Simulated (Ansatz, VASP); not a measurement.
**Two plane-wave programs on AlPt**

```
CELL_PARAMETERS angstrom
4.86850 0.00000 0.00000
0.00000 4.86850 0.00000
0.00000 0.00000 4.86850
ATOMIC_POSITIONS crystal
Al 0.84417 0.84417 0.84417
Al 0.65583 0.15583 0.34417
Al 0.34417 0.65583 0.15583
Al 0.15583 0.34417 0.65583
Pt 0.15398 0.15398 0.15398
Pt 0.34602 0.84602 0.65398
Pt 0.65398 0.34602 0.84602
Pt 0.84602 0.65398 0.34602
```

Alike in both runs: functional PBEsol; k mesh 8 × 8 × 8; occupations gaussian, width 0.1 eV; no spin polarisation.

Ansatz relaxed the structure, and its values are those at the end. VASP's run is a single point on that final structure, the one shown.

|  | VASP | Ansatz |
| --- | --- | --- |
| version | VASP 6.6.1 | Ansatz 0.2.0 |
| potentials or method | VASP PAW PBE potentials, release 64 (Al, Pt), cutoff 520 eV | scalar-relativistic, plane waves, PAW |
| valence electrons in the cell | 52 | 84 |

Ansatz gave:

* gap on the k mesh at the Fermi level (eV): none
* pressure (GPa): 0.0

Estimate VASP's values.

gap on the k mesh at the Fermi level (eV): none; pressure (GPa): -0.1.

VASP's potentials were made for PBE, not for PBEsol. A gap of «none» marks a metal or a gap that the smearing closes. The functional is the same, so the differences come from potentials, cutoffs and numerics. VASP's potentials hold 52 valence electrons a cell and Ansatz's 84, so a difference there can come from the potentials and not from the codes.

Spin-orbit coupling is off throughout.
